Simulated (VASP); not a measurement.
# AsPdCl5 (P4/mmm) in VASP: notebook

Runs on AsPdCl5. Level: PBEsol. Tasks: single point, relaxation of cell and atoms.

Program: VASP 6.6.1. These are calculated values, not measurements. Logs are shortened: lines on timing, memory, paths and dates and some standing lists are left out, and cuts for length are marked.

## 1. The cell of the first run

It takes space group P4/mmm (No. 123, tetragonal). Conventional cell: a = 4.438 Å, b = 4.438 Å, c = 6.689 Å, α = 90.00°, β = 90.00°, γ = 90.00°. Within 3.8 Å of As (site symmetry 4/mmm) lie 12 Cl at 2.87 to 3.14 Å. Pd (site symmetry 4/mmm) has 10 Cl at 2.69 to 3.34 Å within 3.5 Å. Cl (site symmetry 2mm) has 2 Pd at 2.69 Å and 2 As at 2.87 Å and 7 Cl at 2.87 to 3.14 Å within 3.5 Å. Cl (site symmetry 4/mmm) has 8 Cl at 2.87 Å and 4 As at 3.14 Å and 2 Pd at 3.34 Å within 3.8 Å.

## 2. Single point, PBEsol

INCAR

```
SYSTEM = AsPdCl5
PREC     = Accurate       ! precision mode
ENCUT    = 520            ! plane-wave cutoff, eV
EDIFF    = 1E-6           ! SCF threshold, eV
ISMEAR   = -1             ! smearing method
SIGMA    = 0.03           ! smearing width, eV
LREAL    = .False.        ! projectors in reciprocal space
LASPH    = .True.         ! aspherical terms in the spheres
NELM     = 100            ! most SCF steps
ALGO     = Normal         ! electronic algorithm
ISIF     = 2              ! what is computed and relaxed
LWAVE    = .False.        ! write WAVECAR
LCHARG   = .True.         ! write CHGCAR
GGA      = PS             ! functional
LELF     = .True.         ! ELF
LVHAR    = .True.       
NBANDS   = 34             ! bands
```

KPOINTS

```
Automatic mesh
0
Gamma
  4 4 4
  0 0 0
```

POSCAR

```
AsPdCl5
1.0
    4.4382032950      0.0000000000      0.0000000000
    0.0000000000      4.4382032950      0.0000000000
    0.0000000000      0.0000000000      6.6890514537
As Pd Cl
1 1 5
Direct
    0.5000000000      0.5000000000      0.0000000000
    0.0000000000      0.0000000000      0.5000000000
    0.0000000000      0.5000000000      0.2730286277
    0.0000000000      0.5000000000      0.7269713723
    0.5000000000      0.0000000000      0.2730286277
    0.5000000000      0.0000000000      0.7269713723
    0.0000000000      0.0000000000      0.0000000000
```

Potentials or basis: VASP PAW PBE potentials, release 64 (As, Pd, Cl).

Launch:

```bash
cat potpaw_PBE.64/As/POTCAR potpaw_PBE.64/Pd/POTCAR potpaw_PBE.64/Cl/POTCAR > POTCAR
mpirun -np 1 vasp_std > vasp.out
```

OUTCAR:

```text
SYSTEM = AsPdCl5
   PREC = Accurate
   ENCUT = 520
   EDIFF = 1E-6
   ISMEAR = -1
   LREAL = .False.
   LASPH = .True.
   NELM = 100
   ISIF = 2
   GGA = PS

 ion  position               nearest neighbor table
   1  0.500  0.500  0.000-
   2  0.000  0.000  0.500-   3 2.69   4 2.69   5 2.69   6 2.69   3 2.69   4 2.69   5 2.69   6 2.69

   3  0.000  0.500  0.273-   2 2.69   2 2.69
   4  0.000  0.500  0.727-   2 2.69   2 2.69
   5  0.500  0.000  0.273-   2 2.69   2 2.69
   6  0.500  0.000  0.727-   2 2.69   2 2.69
   7  0.000  0.000  0.000-

  LATTYP: Found a simple tetragonal cell.
 ALAT       =     4.4382032950
 C/A-ratio  =     1.5071530097

  Lattice vectors:

 A1 = (   4.4382032950,   0.0000000000,   0.0000000000)
 A2 = (   0.0000000000,   4.4382032950,   0.0000000000)
 A3 = (   0.0000000000,   0.0000000000,   6.6890514537)

Analysis of symmetry for initial positions (statically):
=====================================================================
 Subroutine PRICEL returns:
 Original cell was already a primitive cell.

 Routine SETGRP: Setting up the symmetry group for a
 simple tetragonal supercell.

 Subroutine GETGRP returns: Found 16 space group operations
 (whereof 16 operations were pure point group operations)
 out of a pool of 16 trial point group operations.

The static configuration has the point symmetry D_4h.

Analysis of symmetry for dynamics (positions and initial velocities):
=====================================================================
 Subroutine PRICEL returns:
 Original cell was already a primitive cell.

 Routine SETGRP: Setting up the symmetry group for a
 simple tetragonal supercell.

 Subroutine GETGRP returns: Found 16 space group operations
 (whereof 16 operations were pure point group operations)
 out of a pool of 16 trial point group operations.

The dynamic configuration has the point symmetry D_4h.

 Subroutine INISYM returns: Found 16 space group operations
 (whereof 16 operations are pure point group operations),
 and found     1 'primitive' translations

----------------------------------------------------------------------------------------

                                     Primitive cell

  volume of cell :     131.7586

  direct lattice vectors                    reciprocal lattice vectors
     4.438203295  0.000000000  0.000000000     0.225316403  0.000000000  0.000000000
     0.000000000  4.438203295  0.000000000     0.000000000  0.225316403  0.000000000
     0.000000000  0.000000000  6.689051454     0.000000000  0.000000000  0.149498028

  length of vectors
     4.438203295  4.438203295  6.689051454     0.225316403  0.225316403  0.149498028

  position of ions in fractional coordinates (direct lattice)
     0.500000000  0.500000000  0.000000000
     0.000000000  0.000000000  0.500000000
     0.000000000  0.500000000  0.273028628
     0.000000000  0.500000000  0.726971372
     0.500000000  0.000000000  0.273028628
     0.500000000  0.000000000  0.726971372
     0.000000000  0.000000000  0.000000000

  ion indices of the primitive-cell ions
   primitive index   ion index
                 1           1
                 2           2
                 3           3
                 4           4
                 5           5
                 6           6
                 7           7

----------------------------------------------------------------------------------------

 KPOINTS: Automatic mesh

Automatic generation of k-mesh.
 Grid dimensions read from file:
 generate k-points for:    4    4    4

 Generating k-lattice:

  Cartesian coordinates                     Fractional coordinates (reciprocal lattice)
     0.056329101  0.000000000  0.000000000     0.250000000  0.000000000  0.000000000
     0.000000000  0.056329101  0.000000000     0.000000000  0.250000000  0.000000000
     0.000000000  0.000000000  0.037374507     0.000000000  0.000000000  0.250000000

  Length of vectors
     0.056329101  0.056329101  0.037374507

  Shift w.r.t. Gamma in fractional coordinates (k-lattice)
     0.000000000  0.000000000  0.000000000

 Subroutine IBZKPT returns following result:
 ===========================================

 Found     18 irreducible k-points:

 Following reciprocal coordinates:
            Coordinates               Weight
  0.000000  0.000000  0.000000      1.000000
  0.250000  0.000000  0.000000      4.000000
  0.500000  0.000000  0.000000      2.000000
  0.250000  0.250000  0.000000      4.000000
  0.500000  0.250000  0.000000      4.000000
  0.500000  0.500000  0.000000      1.000000
[... 10 lines left out ...]
  0.500000  0.250000  0.500000      4.000000
  0.500000  0.500000  0.500000      1.000000
   k-points           NKPTS =     18   k-points in BZ     NKDIM =     18   number of bands    NBANDS=     34
   number of dos      NEDOS =    301   number of ions     NIONS =      7
   total plane-waves  NPLWV =  64800
   dimension x,y,z NGX =    36 NGY =   36 NGZ =   50
   dimension x,y,z NGXF=    72 NGYF=   72 NGZF=  100
   ions per type =               1   1   5
   NGX,Y,Z   is equivalent  to a cutoff of  13.48, 13.48, 12.43 a.u.
   NGXF,Y,Z  is equivalent  to a cutoff of  26.97, 26.97, 24.85 a.u.
 SYSTEM =  AsPdCl5
   PREC   = accura    normal or accurate (medium, high low for compatibility)
   ISTART =      0    job   : 0-new  1-cont  2-samecut
   ICHARG =      2    charge: 1-file 2-atom 10-const
   ISPIN  =      1    spin polarized calculation?
   LNONCOLLINEAR =      F non collinear calculations
   LSORBIT =      F    spin-orbit coupling
   LASPH  =      T    aspherical Exc in radial PAW
   ENCUT  =  520.0 eV  38.22 Ry    6.18 a.u.   8.25  8.25 12.44*2*pi/ulx,y,z
   NELM   =    100;   NELMIN=  2; NELMDL= -5     # of ELM steps
   EDIFF  = 0.1E-05   stopping-criterion for ELM
   LREAL  =      F    real-space projection
   EDIFFG = 0.1E-04   stopping-criterion for IOM
   NSW    =      0    number of steps for IOM
   IBRION =     -1    ionic relax: 0-MD 1-quasi-New 2-CG
   NFREE  =      0    steps in history (QN), initial steepest desc. (CG)
   ISIF   =      2    stress and relaxation
   ISYM   =      2    0-nonsym 1-usesym 2-fastsym
   POTIM  = 0.5000    time-step for ionic-motion
   TEBEG  =    0.0;   TEEND  =   0.0 temperature during run
   PSTRESS=    0.0 pullay stress
   NELECT =      50.0000    total number of electrons
   NUPDOWN=      -1.0000    fix difference up-down
   EMIN   =  10.00;   EMAX   =-10.00  energy-range for DOS
   EFERMI =   0.00;   METHOD = LEGACY
   ISMEAR =    -1;   SIGMA  =   0.03  broadening in eV -4-tet -1-fermi 0-gaus
   EFERMI_NEDOS =   21; number of points for ismear=-14 and -15
   IALGO  =     38    algorithm
   IMIX   =      4    mixing-type and parameters
     AMIX     =   0.40;   BMIX     =  1.00
     AMIX_MAG =   1.60;   BMIX_MAG =  1.00
  volume/ion in A,a.u.               =      18.82       127.02
  Fermi-wavevector in a.u.,A,eV,Ry     =   1.185237  2.239773 19.113283  1.404787
  Thomas-Fermi vector in A             =   2.321435
   LORBIT       =      0    0 simple, 1 ext, 2 COOP (PROOUT), +10 PAW based schemes
   GGA     = PS    functional components
   LHFCALC =     F    Hartree Fock is set to
   AEXX    =    0.0000 exact exchange contribution
   IVDW    =     0    specifies the selected vdW correction
   LEPSILON=     F    determine dielectric tensor
   LRPA    =     F    only Hartree local field effects (RPA)
 non-spin polarized calculation
  energy-cutoff  :      520.00
  volume of cell :      131.76
 maximum number of plane-waves:      3572
 NGX is ok and might be reduce to    36
   NGX = 17   NGY = 17   NGZ = 25

 number of electron      49.9999988 magnetization

 Free energy of the ion-electron system (eV)
  ---------------------------------------------------
  ext. energy  EPLUGINS =         0.00000000
  ---------------------------------------------------
  free energy    TOTEN  =       -20.12773743 eV

  energy without entropy =      -20.11012824  energy(sigma->0) =      -20.11893283

 E-fermi :   4.9756     XC(G=0): -10.5190

 val. band max:        4.9421413382   @ k =   0.5000   0.2500   0.0000
 cond. band min:       5.0022530622   @ k =   0.5000   0.5000   0.0000
 fundamental gap:      0.0601117240
 Fermi energy:         4.9755974500

 k-point     1 :       0.0000    0.0000    0.0000
  band No.  band energies     occupation
      1     -11.8587      2.00000
      2     -10.6729      2.00000
      3      -9.8713      2.00000
      4      -9.3554      2.00000
      5      -9.0288      2.00000
      6      -5.7922      2.00000
[... 26 lines left out ...]
     33      12.3751      0.00000
     34      12.6897      0.00000

 k-point     2 :       0.2500    0.0000    0.0000
  band No.  band energies     occupation
      1     -11.5855      2.00000
      2     -10.4984      2.00000
      3     -10.1189      2.00000
      4      -9.5684      2.00000
      5      -9.0717      2.00000
      6      -6.0110      2.00000
[... 26 lines left out ...]
     33      13.1728      0.00000
     34      13.1986      0.00000

 k-point     3 :       0.5000    0.0000    0.0000
  band No.  band energies     occupation
      1     -11.0013      2.00000
      2     -10.7160      2.00000
      3     -10.0789      2.00000
      4     -10.0261      2.00000
      5      -9.0956      2.00000
      6      -6.1478      2.00000
[... 26 lines left out ...]
     33      13.7902      0.00000
     34      14.3150      0.00000
[... 482 lines left out ...]
 k-point    17 :       0.5000    0.2500    0.5000
  band No.  band energies     occupation
      1     -10.5409      2.00000
      2     -10.4068      2.00000
      3     -10.3785      2.00000
      4     -10.3228      2.00000
      5      -9.1808      2.00000
      6      -6.2650      2.00000
[... 26 lines left out ...]
     33      13.6274      0.00000
     34      13.9095      0.00000

 k-point    18 :       0.5000    0.5000    0.5000
  band No.  band energies     occupation
      1     -10.3372      2.00000
      2     -10.3372      2.00000
      3     -10.1991      2.00000
      4     -10.1991      2.00000
      5      -9.6001      2.00000
      6      -6.5122      2.00000
[... 26 lines left out ...]
     33      12.7237      0.00000
     34      12.9799      0.00000

------------------------ aborting loop because EDIFF is reached ----------------------------------------

  FORCE on cell =-STRESS in cart. coord.  units (eV):
  Direction    XX          YY          ZZ          XY          YZ          ZX
  --------------------------------------------------------------------------------------
  -------------------------------------------------------------------------------------
  Total       -0.0966367     -0.0966367     -0.1093698      0.0000000     -0.0000000      0.0000000
  in kB       -1.1750968     -1.1750968     -1.3299313      0.0000000     -0.0000000      0.0000000
  external PRESSURE =      -1.2267083 kB  Pullay stress =       0.0000000 kB

 VOLUME and BASIS-vectors are now :
 -----------------------------------------------------------------------------
  energy-cutoff  :      520.00
  volume of cell :      131.76
      direct lattice vectors                 reciprocal lattice vectors
     4.438203295  0.000000000  0.000000000     0.225316403  0.000000000  0.000000000
     0.000000000  4.438203295  0.000000000     0.000000000  0.225316403  0.000000000
     0.000000000  0.000000000  6.689051454     0.000000000  0.000000000  0.149498028

 POSITION                                       TOTAL-FORCE (eV/Angst)
 -----------------------------------------------------------------------------------
      2.21910      2.21910      0.00000         0.000000     -0.000000      0.000000
      0.00000      0.00000      3.34453         0.000000     -0.000000      0.000000
      0.00000      2.21910      1.82630        -0.000000     -0.000000     -0.000963
      0.00000      2.21910      4.86275         0.000000     -0.000000      0.000963
      2.21910      0.00000      1.82630         0.000000      0.000000     -0.000963
      2.21910      0.00000      4.86275         0.000000     -0.000000      0.000963
      0.00000      0.00000      0.00000         0.000000     -0.000000      0.000000
 -----------------------------------------------------------------------------------
    total drift:                                0.000000      0.000000      0.000000

  FREE ENERGIE OF THE ION-ELECTRON SYSTEM (eV)
  ---------------------------------------------------
  free  energy   TOTEN  =       -20.1277374305 eV

  energy  without entropy=      -20.1101282376  energy(sigma->0) =      -20.11893283
```

Run time: 44 s. Hardware: 1 thread of Intel Xeon 6975P-C (Granite Rapids), shared host; peak memory 0.27 GiB.

What came out:

* Free energy: -20.1277 eV
* Pressure: -0.1 GPa
* Band gap on the k mesh: zero (band 25 reaches 5.24 eV, above the bottom of band 26 at 4.82 eV)

Levels at points of the mesh, in eV from the Fermi level:
| k point | band 22 | band 23 | band 24 | band 25 | band 26 | band 27 | band 28 | band 29 |
| --- | --- | --- | --- | --- | --- | --- | --- | --- |
| (0.00, 0.00, 0.00) | -1.68 | -1.67 | -0.66 | -0.06 | -0.06 | 0.47 | 1.27 | 1.27 |
| (0.50, 0.00, 0.00) | -1.35 | -1.11 | -0.67 | -0.37 | -0.15 | 0.53 | 1.10 | 1.51 |
| (0.50, 0.50, 0.00) | -1.27 | -0.76 | -0.76 | -0.71 | 0.03 | 1.13 | 1.13 | 1.50 |
| (0.00, 0.00, 0.50) | -1.90 | -1.27 | -0.35 | -0.13 | 0.42 | 0.42 | 1.47 | 1.47 |
| (0.50, 0.00, 0.50) | -1.42 | -1.20 | 0.04 | 0.27 | 0.54 | 0.56 | 1.19 | 1.31 |
| (0.50, 0.50, 0.50) | -1.39 | -0.92 | -0.05 | -0.05 | 0.12 | 1.38 | 1.57 | 1.57 |

Caveat: the PAW data sets were made with another functional, which shifts forces and pressure a little.

## 3. Relaxation of cell and atoms, PBEsol

This run uses another cell than the first one, of 26.53 Å³/atom, 1.410 times its volume.

INCAR

```
ALGO = Normal
EDIFF = 1E-7
EDIFFG = -0.01
ENCUT = 600
GGA = PS
IBRION = 2
ISIF = 3
ISMEAR = -1
LASPH = T
LCHARG = F
LREAL = F
LWAVE = F
NELM = 100
NSW = 100
PREC = Accurate
SIGMA = 0.03
```

KPOINTS

```
k-points
0
Gamma
  4 4 4
```

POSCAR

```
AsPdCl5
1.0
    4.7163951200      0.0000000000      0.0000000000
    0.0000000000      4.7163951200      0.0000000000
    0.0000000000      0.0000000000      8.3500102800
As Pd Cl
1 1 5
Direct
    0.5000000000      0.5000000000      0.0000000000
    0.0000000000      0.0000000000      0.5000000000
    0.0000000000      0.5000000000      0.2963546500
    0.0000000000      0.5000000000      0.7036453500
    0.5000000000      0.0000000000      0.2963546500
    0.5000000000      0.0000000000      0.7036453500
    0.0000000000      0.0000000000      0.0000000000
```

Potentials or basis: VASP PAW PBE potentials, release 64 (As, Pd, Cl).

Launch:

```bash
cat potpaw_PBE.64/As/POTCAR potpaw_PBE.64/Pd/POTCAR potpaw_PBE.64/Cl/POTCAR > POTCAR
mpirun -np 1 vasp_std > vasp.out
```

Wall time 17 min (1 thread of Intel Xeon 6975P-C (Granite Rapids), shared host); peak memory 0.42 GiB.

It converged, with:

- Free energy: -20.1336 eV
- Relaxed volume: 18.82 Å³/atom
- Relaxed cell: a = 4.438 Å, b = 4.438 Å, c = 6.689 Å, α = 90.00°, β = 90.00°, γ = 90.00°
- Space group after relaxing (to 0.05 Å): P4/mmm (No. 123)
- Energy gained by relaxing: 373.4 meV/atom
- Ionic steps: 19
- Pressure after relaxing: 0.0 GPa
- Band gap on the k mesh: zero (band 25 reaches 5.24 eV, above the bottom of band 26 at 4.82 eV)

Forces on the atoms (eV/Å):
```
As   0.000  0.000  0.000
Pd   0.000  0.000  0.000
Cl   0.000  0.000  0.003
Cl   0.000  0.000 -0.003
Cl   0.000  0.000  0.003
Cl   0.000  0.000 -0.003
Cl   0.000  0.000  0.000
```

Step by step:
| step | energy change (eV) | largest force (eV/Å) | pressure (GPa) | volume (Å³) |
| --- | --- | --- | --- | --- |
| 1 | 0.0000 | 0.2553 | -10.11 | 185.74 |
| 2 | -2.1981 | 0.0475 | -4.51 | 144.27 |
| 3 | -2.3664 | 0.2304 | -0.36 | 134.35 |
| 4 | -2.3676 | 0.2521 | 0.16 | 133.40 |
| 5 | -2.4081 | 0.2964 | 0.13 | 133.10 |
| 6 | -2.5010 | 0.4138 | 0.30 | 132.02 |
| 7 | -2.4537 | 0.6150 | 1.97 | 129.03 |
| 8 | -2.5214 | 0.5105 | 0.76 | 130.96 |
| 9 | -2.5533 | 0.4155 | 0.30 | 131.55 |
| 10 | -2.5998 | 0.1436 | -0.79 | 133.28 |
| 11 | -2.6003 | 0.1104 | -0.88 | 133.48 |
| 12 | -2.6109 | 0.0405 | -0.14 | 132.01 |
| 13 | -2.6121 | 0.0086 | 0.20 | 131.36 |
| 14 | -2.6133 | 0.0094 | 0.04 | 131.64 |
| 15 | -2.6135 | 0.0236 | -0.08 | 131.87 |
| 16 | -2.6137 | 0.0232 | -0.02 | 131.74 |
| 17 | -2.6138 | 0.0222 | 0.06 | 131.59 |
| 18 | -2.6139 | 0.0128 | 0.02 | 131.67 |
| 19 | -2.6140 | 0.0026 | -0.03 | 131.76 |

Final structure:
```cif
data_structure
_symmetry_space_group_name_H-M 'P 1'
_symmetry_Int_Tables_number 1
_cell_length_a 4.4383
_cell_length_b 4.4383
_cell_length_c 6.6888
_cell_angle_alpha 90.000
_cell_angle_beta 90.000
_cell_angle_gamma 90.000
_cell_volume 131.76
loop_
_atom_site_label
_atom_site_type_symbol
_atom_site_fract_x
_atom_site_fract_y
_atom_site_fract_z
_atom_site_occupancy
As1 As 0.50000 0.50000 0.00000 1
Pd1 Pd 0.00000 0.00000 0.50000 1
Cl1 Cl 0.00000 0.50000 0.27294 1
Cl2 Cl 0.00000 0.50000 0.72706 1
Cl3 Cl 0.50000 0.00000 0.27294 1
Cl4 Cl 0.50000 0.00000 0.72706 1
Cl5 Cl 0.00000 0.00000 0.00000 1
```

Levels at points of the mesh, in eV from the Fermi level:
```
           k point  band 22  band 23  band 24  band 25  band 26  band 27  band 28  band 29
(0.00, 0.00, 0.00)    -1.68    -1.67    -0.66    -0.06    -0.06     0.47     1.27     1.27
(0.50, 0.00, 0.00)    -1.35    -1.11    -0.67    -0.37    -0.15     0.54     1.10     1.51
(0.50, 0.50, 0.00)    -1.27    -0.76    -0.76    -0.71     0.03     1.13     1.13     1.50
(0.00, 0.00, 0.50)    -1.89    -1.27    -0.35    -0.13     0.42     0.42     1.47     1.47
(0.50, 0.00, 0.50)    -1.42    -1.20     0.04     0.27     0.54     0.56     1.19     1.31
(0.50, 0.50, 0.50)    -1.39    -0.92    -0.05    -0.05     0.12     1.38     1.57     1.57
```

Caveat: the volume moved by over 15 % at a fixed basis, so the end points are rough; the PAW data sets were made with another functional, which shifts forces and pressure a little.
